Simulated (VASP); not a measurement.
# KTaO3 (P4/mmm) in VASP: further runs

The runs below take KTaO3 through single point, with r2SCAN.

Program: VASP 6.6.1. These are calculated values, not measurements. Logs are shortened: lines on timing, memory, paths and dates and some standing lists are left out, and cuts for length are marked.

**1. The cell of the first run**

It takes space group P4/mmm (No. 123, tetragonal). The conventional cell has a = 4.088 Å, b = 4.088 Å, c = 3.889 Å, α = 90.00°, β = 90.00°, γ = 90.00°. K (site symmetry 4/mmm) has 12 O at 2.82 to 2.89 Å and 8 Ta at 3.48 Å within 3.7 Å. Within 2.6 Å of Ta (site symmetry 4/mmm) lie 6 O at 1.94 to 2.04 Å. O (site symmetry mmm) has 2 Ta at 2.04 Å within 2.7 Å. O (site symmetry 4/mmm) has 2 Ta at 1.94 Å within 2.6 Å.

**2. Single point, r2SCAN (strain +0.025 along x and y, -0.025 along z)**

POSCAR

```
KTaO3
1.0
    4.0880075000      0.0000000000      0.0000000000
    0.0000000000      4.0880075000      0.0000000000
    0.0000000000      0.0000000000      3.8885925000
K Ta O
1 1 3
Direct
    0.5000000000      0.5000000000      0.5000000000
    0.0000000000      0.0000000000      0.0000000000
    0.5000000000      0.0000000000      0.0000000000
    0.0000000000      0.5000000000      0.0000000000
    0.0000000000      0.0000000000      0.5000000000
```

INCAR.step1

```
SYSTEM = KTaO3
PREC = Accurate
ENCUT = 520
ISMEAR = 0
SIGMA = 0.05
LREAL = .False.
LASPH = .True.
NELM = 100
NBANDS = 27
GGA = PE
ALGO = Normal
EDIFF = 1E-4
LWAVE = .True.
LCHARG = .False.
```

INCAR.step2

```
SYSTEM = KTaO3
PREC = Accurate
ENCUT = 520
EDIFF = 1E-7
ISMEAR = 0
SIGMA = 0.05
LREAL = .False.
LASPH = .True.
NELM = 100
ALGO = Normal
ISIF = 2
LWAVE = .False.
LCHARG = .False.
METAGGA = R2SCAN
LMIXTAU = .True.
NBANDS = 27
ISTART = 1
```

KPOINTS

```
Automatic mesh
0
Gamma
  6 6 6
  0 0 0
```

Potentials or basis: VASP PAW PBE potentials, release 64 (K_sv, Ta_pv, O).

The run is started by

```
> cat potpaw_PBE.64/K_sv/POTCAR potpaw_PBE.64/Ta_pv/POTCAR potpaw_PBE.64/O/POTCAR > POTCAR
> cp INCAR.step1 INCAR
> mpirun -np 1 vasp_std > vasp.out
> cp INCAR.step2 INCAR
> mpirun -np 1 vasp_std > vasp.out
```

OUTCAR:

```text
SYSTEM = KTaO3
   PREC = Accurate
   ENCUT = 520
   EDIFF = 1E-7
   ISMEAR = 0
   LREAL = .False.
   LASPH = .True.
   NELM = 100
   ISIF = 2
   METAGGA = R2SCAN
   ISTART = 1

 ion  position               nearest neighbor table
   1  0.500  0.500  0.500-   3 2.82   4 2.82   3 2.82   4 2.82   3 2.82   3 2.82   4 2.82   4 2.82
                             2 3.48   2 3.48   2 3.48   2 3.48   2 3.48   2 3.48   2 3.48   2 3.48
   2  0.000  0.000  0.000-   5 1.94   5 1.94   3 2.04   4 2.04   4 2.04   3 2.04   1 3.48   1 3.48
                             1 3.48   1 3.48   1 3.48   1 3.48   1 3.48   1 3.48
   3  0.500  0.000  0.000-   2 2.04   2 2.04   1 2.82   1 2.82   1 2.82   1 2.82
   4  0.000  0.500  0.000-   2 2.04   2 2.04   1 2.82   1 2.82   1 2.82   1 2.82
   5  0.000  0.000  0.500-   2 1.94   2 1.94

  LATTYP: Found a simple tetragonal cell.
 ALAT       =     4.0880075000
 C/A-ratio  =     0.9512195122

  Lattice vectors:

 A1 = (   4.0880075000,   0.0000000000,   0.0000000000)
 A2 = (   0.0000000000,   4.0880075000,   0.0000000000)
 A3 = (   0.0000000000,   0.0000000000,   3.8885925000)

Analysis of symmetry for initial positions (statically):
=====================================================================
 Subroutine PRICEL returns:
 Original cell was already a primitive cell.

 Routine SETGRP: Setting up the symmetry group for a
 simple tetragonal supercell.

 Subroutine GETGRP returns: Found 16 space group operations
 (whereof 16 operations were pure point group operations)
 out of a pool of 16 trial point group operations.

The static configuration has the point symmetry D_4h.

Analysis of symmetry for dynamics (positions and initial velocities):
=====================================================================
 Subroutine PRICEL returns:
 Original cell was already a primitive cell.

 Routine SETGRP: Setting up the symmetry group for a
 simple tetragonal supercell.

 Subroutine GETGRP returns: Found 16 space group operations
 (whereof 16 operations were pure point group operations)
 out of a pool of 16 trial point group operations.

The dynamic configuration has the point symmetry D_4h.

 Subroutine INISYM returns: Found 16 space group operations
 (whereof 16 operations are pure point group operations),
 and found     1 'primitive' translations

----------------------------------------------------------------------------------------

                                     Primitive cell

  volume of cell :      64.9854

  direct lattice vectors                    reciprocal lattice vectors
     4.088007500  0.000000000  0.000000000     0.244617947  0.000000000  0.000000000
     0.000000000  4.088007500  0.000000000     0.000000000  0.244617947  0.000000000
     0.000000000  0.000000000  3.888592500     0.000000000  0.000000000  0.257162457

  length of vectors
     4.088007500  4.088007500  3.888592500     0.244617947  0.244617947  0.257162457

  position of ions in fractional coordinates (direct lattice)
     0.500000000  0.500000000  0.500000000
     0.000000000  0.000000000  0.000000000
     0.500000000  0.000000000  0.000000000
     0.000000000  0.500000000  0.000000000
     0.000000000  0.000000000  0.500000000

  ion indices of the primitive-cell ions
   primitive index   ion index
                 1           1
                 2           2
                 3           3
                 4           4
                 5           5

----------------------------------------------------------------------------------------

 KPOINTS: Automatic mesh

Automatic generation of k-mesh.
 Grid dimensions read from file:
 generate k-points for:    6    6    6

 Generating k-lattice:

  Cartesian coordinates                     Fractional coordinates (reciprocal lattice)
     0.040769658  0.000000000  0.000000000     0.166666667  0.000000000  0.000000000
     0.000000000  0.040769658  0.000000000     0.000000000  0.166666667  0.000000000
     0.000000000  0.000000000  0.042860409     0.000000000  0.000000000  0.166666667

  Length of vectors
     0.040769658  0.040769658  0.042860409

  Shift w.r.t. Gamma in fractional coordinates (k-lattice)
     0.000000000  0.000000000  0.000000000

 Subroutine IBZKPT returns following result:
 ===========================================

 Found     40 irreducible k-points:

 Following reciprocal coordinates:
            Coordinates               Weight
  0.000000  0.000000  0.000000      1.000000
  0.166667  0.000000  0.000000      4.000000
  0.333333  0.000000  0.000000      4.000000
  0.500000  0.000000  0.000000      2.000000
  0.166667  0.166667  0.000000      4.000000
  0.333333  0.166667  0.000000      8.000000
[... 16 lines left out ...]
  0.333333  0.000000  0.333333      8.000000
  0.500000  0.000000  0.333333      4.000000
 [... further k-points ...]
   k-points           NKPTS =     40   k-points in BZ     NKDIM =     40   number of bands    NBANDS=     27
   number of dos      NEDOS =    301   number of ions     NIONS =      5
   total plane-waves  NPLWV =  27000
   dimension x,y,z NGX =    30 NGY =   30 NGZ =   30
   dimension x,y,z NGXF=    60 NGYF=   60 NGZF=   60
   ions per type =               1   1   3
   NGX,Y,Z   is equivalent  to a cutoff of  12.20, 12.20, 12.83 a.u.
   NGXF,Y,Z  is equivalent  to a cutoff of  24.40, 24.40, 25.65 a.u.
 SYSTEM =  KTaO3
   PREC   = accura    normal or accurate (medium, high low for compatibility)
   ISTART =      1    job   : 0-new  1-cont  2-samecut
   ICHARG =      0    charge: 1-file 2-atom 10-const
   ISPIN  =      1    spin polarized calculation?
   LNONCOLLINEAR =      F non collinear calculations
   LSORBIT =      F    spin-orbit coupling
   LASPH  =      T    aspherical Exc in radial PAW
   ENCUT  =  520.0 eV  38.22 Ry    6.18 a.u.   7.60  7.60  7.23*2*pi/ulx,y,z
   NELM   =    100;   NELMIN=  2; NELMDL=  0     # of ELM steps
   EDIFF  = 0.1E-06   stopping-criterion for ELM
   LREAL  =      F    real-space projection
   EDIFFG = 0.1E-05   stopping-criterion for IOM
   NSW    =      0    number of steps for IOM
   IBRION =     -1    ionic relax: 0-MD 1-quasi-New 2-CG
   NFREE  =      0    steps in history (QN), initial steepest desc. (CG)
   ISIF   =      2    stress and relaxation
   ISYM   =      2    0-nonsym 1-usesym 2-fastsym
   POTIM  = 0.5000    time-step for ionic-motion
   TEBEG  =    0.0;   TEEND  =   0.0 temperature during run
   PSTRESS=    0.0 pullay stress
   NELECT =      38.0000    total number of electrons
   NUPDOWN=      -1.0000    fix difference up-down
   EMIN   =  10.00;   EMAX   =-10.00  energy-range for DOS
   EFERMI =   0.00;   METHOD = LEGACY
   ISMEAR =     0;   SIGMA  =   0.05  broadening in eV -4-tet -1-fermi 0-gaus
   EFERMI_NEDOS =   21; number of points for ismear=-14 and -15
   IALGO  =     38    algorithm
   IMIX   =      4    mixing-type and parameters
     AMIX     =   0.40;   BMIX     =  1.00
     AMIX_MAG =   1.60;   BMIX_MAG =  1.00
  volume/ion in A,a.u.               =      13.00        87.71
  Fermi-wavevector in a.u.,A,eV,Ry     =   1.368981  2.586999 25.498802  1.874109
  Thomas-Fermi vector in A             =   2.494897
   LORBIT       =      0    0 simple, 1 ext, 2 COOP (PROOUT), +10 PAW based schemes
   METAGGA = R2SCAN    functional components
   LHFCALC =     F    Hartree Fock is set to
   AEXX    =    0.0000 exact exchange contribution
   IVDW    =     0    specifies the selected vdW correction
   LEPSILON=     F    determine dielectric tensor
   LRPA    =     F    only Hartree local field effects (RPA)
 non-spin polarized calculation
 Gauss-broadening in eV      SIGMA  =   0.05
  energy-cutoff  :      520.00
  volume of cell :       64.99
 maximum number of plane-waves:      1768
   NGX = 15   NGY = 15   NGZ = 15

 number of electron      38.0000005 magnetization

 Free energy of the ion-electron system (eV)
  ---------------------------------------------------
  ext. energy  EPLUGINS =         0.00000000
  ---------------------------------------------------
  free energy    TOTEN  =       -87.02662420 eV

  energy without entropy =      -87.02662420  energy(sigma->0) =      -87.02662420

 E-fermi :   1.5424     XC(G=0): -11.4207

 val. band max:        1.3112812180   @ k =   0.5000   0.5000   0.5000
 cond. band min:       3.7396760123   @ k =   0.0000   0.0000   0.0000
 fundamental gap:      2.4283947943
 Fermi energy:         1.5424096695

 k-point     1 :       0.0000    0.0000    0.0000
  band No.  band energies     occupation
      1     -34.2003      2.00000
      2     -34.1181      2.00000
      3     -34.1181      2.00000
      4     -27.2038      2.00000
      5     -17.4570      2.00000
      6     -16.5830      2.00000
[... 19 lines left out ...]
     26       9.7715      0.00000
     27      10.0452      0.00000

 k-point     2 :       0.1667    0.0000    0.0000
  band No.  band energies     occupation
      1     -34.1997      2.00000
      2     -34.1361      2.00000
      3     -34.1175      2.00000
      4     -27.1985      2.00000
      5     -17.4452      2.00000
      6     -16.5154      2.00000
[... 19 lines left out ...]
     26      10.0975      0.00000
     27      10.3946      0.00000

 k-point     3 :       0.3333    0.0000    0.0000
  band No.  band energies     occupation
      1     -34.1986      2.00000
      2     -34.1719      2.00000
      3     -34.1163      2.00000
      4     -27.1879      2.00000
      5     -17.4403      2.00000
      6     -16.4792      2.00000
[... 594 lines left out ...]
      1     -34.3016      2.00000
      2     -34.1676      2.00000
      3     -34.1125      2.00000
      4     -27.1719      2.00000
      5     -16.6326      2.00000
      6     -16.2358      2.00000
[... 19 lines left out ...]
     26      12.2288      0.00000
     27      12.2732      0.00000

 k-point    24 :       0.5000    0.0000    0.3333
  band No.  band energies     occupation
      1     -34.3009      2.00000
      2     -34.1851      2.00000
      3     -34.1119      2.00000
      4     -27.1687      2.00000
      5     -16.6055      2.00000
      6     -16.2340      2.00000
[... 19 lines left out ...]
     26      12.2015      0.00000
     27      12.6750      0.00000

 [... further k-points ...]

------------------------ aborting loop because EDIFF is reached ----------------------------------------

  FORCE on cell =-STRESS in cart. coord.  units (eV):
  Direction    XX          YY          ZZ          XY          YZ          ZX
  --------------------------------------------------------------------------------------
  -------------------------------------------------------------------------------------
  Total       -3.6717341     -3.6717341      4.0161859      0.0000000     -0.0000000      0.0000000
  in kB      -90.5244722    -90.5244722     99.0167320      0.0000000     -0.0000000      0.0000000
  external PRESSURE =     -27.3440708 kB  Pullay stress =       0.0000000 kB

 VOLUME and BASIS-vectors are now :
 -----------------------------------------------------------------------------
  energy-cutoff  :      520.00
  volume of cell :       64.99
      direct lattice vectors                 reciprocal lattice vectors
     4.088007500  0.000000000  0.000000000     0.244617947  0.000000000  0.000000000
     0.000000000  4.088007500  0.000000000     0.000000000  0.244617947  0.000000000
     0.000000000  0.000000000  3.888592500     0.000000000  0.000000000  0.257162457

 POSITION                                       TOTAL-FORCE (eV/Angst)
 -----------------------------------------------------------------------------------
      2.04400      2.04400      1.94430         0.000000      0.000000      0.000000
      0.00000      0.00000      0.00000         0.000000      0.000000      0.000000
      2.04400      0.00000      0.00000         0.000000      0.000000      0.000000
      0.00000      2.04400      0.00000         0.000000      0.000000      0.000000
      0.00000      0.00000      1.94430         0.000000      0.000000      0.000000
 -----------------------------------------------------------------------------------
    total drift:                                0.000000     -0.000000      0.000000

  FREE ENERGIE OF THE ION-ELECTRON SYSTEM (eV)
  ---------------------------------------------------
  free  energy   TOTEN  =       -87.0266242001 eV

  energy  without entropy=      -87.0266242001  energy(sigma->0) =      -87.02662420
```

Wall time 6.1 min (1 thread of Intel Xeon Platinum 8259CL at 2.50GHz (Skylake/Cascade Lake), shared host); peak memory 0.21 GiB.

What came out:

```yaml
Free_energy: -87.0266 eV
Pressure: -2.7 GPa
Band_gap_on_the_k_mesh: 2.43 eV (least direct gap 3.09 eV)
```

Levels at points of the mesh, in eV from the valence-band top:
| k point | band 15 | band 16 | band 17 | band 18 | band 19 | band 20 | band 21 | band 22 | band 23 | band 24 |
| --- | --- | --- | --- | --- | --- | --- | --- | --- | --- | --- |
| (0.00, 0.00, 0.00) | -1.23 | -0.91 | -0.68 | -0.68 | -0.66 | 2.43 | 2.50 | 2.50 | 6.35 | 6.64 |
| (0.50, 0.00, 0.00) | -2.30 | -2.25 | -1.52 | -1.03 | -0.88 | 2.63 | 5.00 | 5.00 | 6.76 | 9.07 |
| (0.50, 0.50, 0.00) | -2.49 | -1.87 | -1.87 | -1.87 | -0.05 | 5.03 | 5.03 | 6.21 | 8.56 | 10.41 |
| (0.00, 0.00, 0.50) | -2.37 | -2.01 | -1.45 | -0.86 | -0.86 | 2.62 | 5.66 | 5.66 | 6.39 | 8.43 |
| (0.50, 0.00, 0.50) | -2.60 | -1.80 | -1.34 | -1.30 | -0.13 | 5.05 | 5.69 | 6.72 | 7.34 | 10.73 |
| (0.50, 0.50, 0.50) | -4.18 | -3.57 | -0.08 | -0.08 | 0.00 | 6.35 | 6.83 | 6.83 | 9.33 | 9.63 |

Caveat: the cell differs from its parent crystal (strain +0.025 along x and y, -0.025 along z); the PAW data sets were made with another functional, which shifts forces and pressure a little; spin-orbit coupling is left out, which moves the levels of the heavy elements. A k mesh can miss the band edges.

**3. Single point, r2SCAN (strain +0.000 along x and y, +0.050 along z)**

Edit POSCAR of step 2 so:

```diff
@@ -2,5 +2,5 @@
 1.0
-    4.0880075000      0.0000000000      0.0000000000
-    0.0000000000      4.0880075000      0.0000000000
-    0.0000000000      0.0000000000      3.8885925000
+    3.9883000000      0.0000000000      0.0000000000
+    0.0000000000      3.9883000000      0.0000000000
+    0.0000000000      0.0000000000      4.1877150000
 K Ta O
```

INCAR.step1

```
PREC     = Accurate       # precision mode
ENCUT    = 520            # plane-wave cutoff, eV
ISMEAR   = 0              # smearing method
SIGMA    = 0.05           # smearing width, eV
LREAL    = F              # projectors in reciprocal space
LASPH    = T              # aspherical terms in the spheres
NELM     = 100            # most SCF steps
NBANDS   = 27             # bands
GGA      = PE             # functional
ALGO     = Normal         # electronic algorithm
EDIFF    = 1E-4           # SCF threshold, eV
LWAVE    = T              # write WAVECAR
LCHARG   = F              # write CHGCAR
```

INCAR.step2

```
PREC     = Accurate       # precision mode
ENCUT    = 520            # plane-wave cutoff, eV
EDIFF    = 1E-6           # SCF threshold, eV
ISMEAR   = 0              # smearing method
SIGMA    = 0.05           # smearing width, eV
LREAL    = F              # projectors in reciprocal space
LASPH    = T              # aspherical terms in the spheres
NELM     = 100            # most SCF steps
ALGO     = Normal         # electronic algorithm
ISIF     = 2              # what is computed and relaxed
LWAVE    = F              # write WAVECAR
LCHARG   = T              # write CHGCAR
METAGGA  = R2SCAN         # meta-GGA
LMIXTAU  = T            
LELF     = T              # ELF
LVHAR    = T            
NBANDS   = 27             # bands
ISTART   = 1
```

KPOINTS

```
regular mesh
0
Gamma
  6 6 6
```

Potentials or basis: VASP PAW PBE potentials, release 64 (K_sv, Ta_pv, O).

The run is started by

```
> cat potpaw_PBE.64/K_sv/POTCAR potpaw_PBE.64/Ta_pv/POTCAR potpaw_PBE.64/O/POTCAR > POTCAR
> cp INCAR.step1 INCAR
> mpirun -np 1 vasp_std > vasp.out
> cp INCAR.step2 INCAR
> mpirun -np 1 vasp_std > vasp.out
```

It took 6 min on 1 thread of Intel Xeon Platinum 8259CL at 2.50GHz (Skylake/Cascade Lake), shared host; peak memory 0.22 GiB.

Results (log left out):

- Free energy: -86.9932 eV
- Pressure: -7.4 GPa
- Band gap on the k mesh: 2.41 eV (least direct gap 3.01 eV)

Stress tensor (GPa, compression positive):
```
 -2.58   0.00   0.00
  0.00  -2.58   0.00
  0.00   0.00 -16.99
```

Levels at points of the mesh, in eV from the valence-band top:
```
           k point  band 17  band 18  band 19  band 20  band 21  band 22
(0.00, 0.00, 0.00)    -0.71    -0.61    -0.61     2.41     2.41     2.47
(0.50, 0.00, 0.00)    -1.36    -0.92    -0.78     2.56     5.26     5.26
(0.50, 0.50, 0.00)    -1.10    -1.10    -0.13     5.29     5.29     6.61
(0.00, 0.00, 0.50)    -1.57    -1.00    -1.00     2.57     4.67     4.67
(0.50, 0.00, 0.50)    -1.64    -1.62    -0.06     4.71     5.28     6.20
(0.50, 0.50, 0.50)    -0.10     0.00     0.00     6.32     6.32     6.71
```

Caveat: the cell differs from its parent crystal (strain +0.000 along x and y, +0.050 along z); the cell stands under tension; the PAW data sets were made with another functional, which shifts forces and pressure a little; spin-orbit coupling is left out, which moves the levels of the heavy elements. A k mesh can miss the band edges.
